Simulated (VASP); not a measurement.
Input of a VASP 6.6.1 run:

File POSCAR:

```
As
1.0
    2.9794804000     -0.1006165900      0.3237709600
   -0.1006165900      2.5830128800      0.2618843200
    0.3237709600      0.2618843200      2.5485519600
As
1
Direct
    0.5000000000      0.5000000000      0.5000000000
```

INCAR.step1

```
SYSTEM = As
  ALGO = Normal
  EDIFF = 1E-5
  ENCUT = 520
  GGA = PE
  ISIF = 2
  ISMEAR = -1
  LASPH = .True.
  LCHARG = .False.
  LREAL = .False.
  LWAVE = .True.
  NBANDS = 8
  NELM = 100
  PREC = Accurate
  SIGMA = 0.05
```

INCAR.step2

```
SYSTEM = As
  AEXX = 0.05
  ALGO = Normal
  EDIFF = 1E-6
  ENCUT = 520
  GGA = PE
  HFSCREEN = 0.2
  ISIF = 2
  ISMEAR = -1
  ISTART = 1
  LASPH = .True.
  LCHARG = .False.
  LHFCALC = .True.
  LREAL = .False.
  LWAVE = .False.
  NBANDS = 8
  NELM = 100
  PREC = Accurate
  PRECFOCK = Normal
  SIGMA = 0.05
```

Contents of KPOINTS:

```
k-points
0
Gamma
  5 5 6
  0 0 0
```

Potentials or basis: VASP PAW PBE potentials, release 64 (As).

Launch:

```bash
$ cat potpaw_PBE.64/As/POTCAR > POTCAR
$ cp INCAR.step1 INCAR
$ mpirun -np 1 vasp_std > vasp.out
$ cp INCAR.step2 INCAR
$ mpirun -np 1 vasp_std > vasp.out
```

(1) Estimate the pressure.

Results:

(1) 6.4 GPa.

Caveat: the k points lie up to 0.50 Å⁻¹ apart; the PAW data sets were made with another functional, which shifts forces and pressure a little.
